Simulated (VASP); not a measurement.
SnSe: single point with PBE-based screened hybrid

The system is SnSe.

```
CELL_PARAMETERS angstrom
0.00000 3.01000 3.01000
3.01000 0.00000 3.01000
3.01000 3.01000 0.00000
ATOMIC_POSITIONS crystal
Sn 0.00000 0.00000 0.00000
Se 0.50000 0.50000 0.50000
```

| Quantity | Value |
| --- | --- |
| Program | VASP 6.6.1 |
| Task | single point |
| Functional | PBE-based screened hybrid |
| Potentials or basis | VASP PAW PBE potentials, release 64 (Sn_d, Se) |
| Cutoff | 520 eV |
| k mesh | 4 × 4 × 4 |
| Occupations | gaussian, width 0.05 eV |
| Spin | no spin polarisation |
| Dipole correction | no |
| Grid for exact exchange (PRECFOCK) | Normal |
| Share of exact exchange | 0.25 |
| Further INCAR settings | ALGO = Normal; EDIFF = 1e-07; NBANDS = 17 |
| Screening parameter | 0.4 1/Å |

```json
{
 "Pressure": "-1.6 GPa",
 "Band gap on the k mesh": "0.51 eV, direct"
}
```

Levels at points of the mesh, in eV from the valence-band top:
```csv
k point,band 6,band 7,band 8,band 9,band 10,band 11,band 12,band 13,band 14,band 15
"(0.00, 0.00, 0.00)",-15.26,-5.41,-2.62,-2.62,-2.62,4.60,4.60,4.60,6.03,6.03
"(0.50, 0.00, 0.00)",-14.25,-8.79,-2.38,-2.38,0.00,0.51,1.31,1.31,8.51,10.50
"(0.50, 0.50, 0.00)",-13.95,-6.46,-6.08,-4.14,-4.14,3.06,5.67,5.67,6.30,10.78
```

It used 1300 s of CPU time on 1 thread of AMD EPYC 7R13 Processor (Zen 3), on a shared host.

Caveat: the k points lie up to 0.45 Å⁻¹ apart; the PAW data sets were made with another functional, which shifts forces and pressure a little; spin-orbit coupling is left out, which moves the levels of the heavy elements. A k mesh can miss the band edges.
